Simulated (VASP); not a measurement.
ScH3Br2:

```
Sc H Br
1.0
     6.08353    0.00000    0.00000
    -3.04176    5.26849    0.00000
     0.00000    0.00000    3.29341
Sc H Br
1 3 2
Direct
  0.00000 0.00000 0.00000
  0.50000 0.00000 0.50000
  0.50000 0.50000 0.50000
  0.00000 0.50000 0.50000
  0.33333 0.66667 0.00000
  0.66667 0.33333 0.00000
```

| Quantity | Value |
| --- | --- |
| Program | VASP 6.6.1 |
| Task | relaxation of cell and atoms |
| Functional | PBE |
| Potentials or basis | VASP PAW PBE potentials, release 64 (Sc_sv, H, Br) |
| Cutoff | 600 eV |
| k mesh | 3 × 3 × 6 |
| Occupations | gaussian, width 0.1 eV |
| Spin | no spin polarisation |

At the start: pressure -5.8 GPa; volume 17.59 Å³/atom.

**Question.** Where does the relaxation end?

**Answer.** Over 15 steps the energy falls by 195.3 meV/atom and the volume is 14.27 Å³/atom (-18.9 %); space group P6/mmm (No. 191, to 0.05 Å).

Step by step:
```tsv
step	energy change (eV)	largest force (eV/Å)	pressure (GPa)	volume (Å³)
1	0.0000	0.0000	-5.84	105.56
2	-0.5383	0.0000	-4.69	95.97
3	-0.8925	0.0000	-1.63	86.38
4	-0.5209	0.0000	14.34	68.58
5	-0.9558	0.0000	0.50	82.14
6	-0.9640	0.0000	1.69	80.17
7	-1.0129	0.0000	0.50	81.65
8	-1.0588	0.0000	-0.49	83.83
9	-1.1400	0.0000	-1.88	87.99
10	-1.1426	0.0000	-2.16	89.75
11	-1.1444	0.0000	-2.03	88.86
12	-1.1594	0.0000	-0.17	86.99
13	-1.1646	0.0000	-0.85	87.60
14	-1.1707	0.0000	-0.39	86.42
15	-1.1721	0.0000	-0.07	85.64
```

Final structure:
```xyz
6
Lattice="5.0529 0.0000 0.0000 -2.5265 4.3760 0.0000 0.0000 0.0000 3.8732" Properties=species:S:1:pos:R:3 pbc="T T T"
Sc    0.0000    0.0000    0.0000
H     2.5265    0.0000    1.9366
H     1.2632    2.1880    1.9366
H    -1.2632    2.1880    1.9366
Br    0.0000    2.9173    0.0000
Br    2.5265    1.4587    0.0000
```

Caveat: the k points lie up to 0.48 Å⁻¹ apart in the final cell; the volume moved by over 15 % at a fixed basis, so the end points are rough.
